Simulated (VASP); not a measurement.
## P: single point with PBEsol

P, a slab with vacuum:

```
P
1.0
     3.41889    0.02719    0.24029
     0.28862   35.65752   -0.54922
     0.33895   -0.07299    4.40445
P
4
Direct
  0.03508 0.98029 0.56667
  0.04560 0.02419 0.40617
  0.44036 0.03253 0.12241
  0.47896 0.96299 0.90475
```

This cell differs from its parent crystal: atoms moved at random and the cell strained at random.

| Item | Value |
| --- | --- |
| Program | VASP 6.6.1 |
| Task | single point |
| Functional | PBEsol |
| Potentials or basis | VASP PAW PBE potentials, release 64 (P) |
| Cutoff | 520 eV |
| k mesh | 8 × 1 × 6 |
| Occupations | gaussian, width 0.05 eV |
| Spin | no spin polarisation |
| Dipole correction | no |
| Further INCAR settings | ALGO = Normal; EDIFF = 1e-06; NBANDS = 18 |

- Largest force: 15.627 eV/Å
- Band gap on the k mesh: zero (band 10 reaches -3.25 eV, above the bottom of band 11 at -3.41 eV)

Forces in eV/Å, atoms in the order of the input:
```
P     0.059 -14.126   6.683
P    -9.429  10.937   2.784
P     9.051   1.184  -7.951
P     0.319   2.004  -1.515
```

Levels at points of the mesh, in eV from the Fermi level:
```csv
k point,band 8,band 9,band 10,band 11,band 12,band 13
"(0.00, 0.00, 0.00)",-2.26,-1.19,-0.98,0.08,1.20,1.84
"(0.50, 0.00, 0.00)",-3.04,-1.87,-0.71,0.33,1.28,1.83
"(0.00, 0.00, 0.50)",-2.35,-0.96,-0.79,-0.09,1.93,2.64
"(0.50, 0.00, 0.50)",-3.38,-2.08,-0.43,1.32,1.60,2.77
```

It took 4.3 min on 1 thread of AMD EPYC 9R45 96-Core Processor (Zen 5) (shared host), peak memory 0.63 GiB.

Caveat: the cell differs from its parent crystal (atoms moved at random and the cell strained at random); the PAW data sets were made with another functional, which shifts forces and pressure a little.
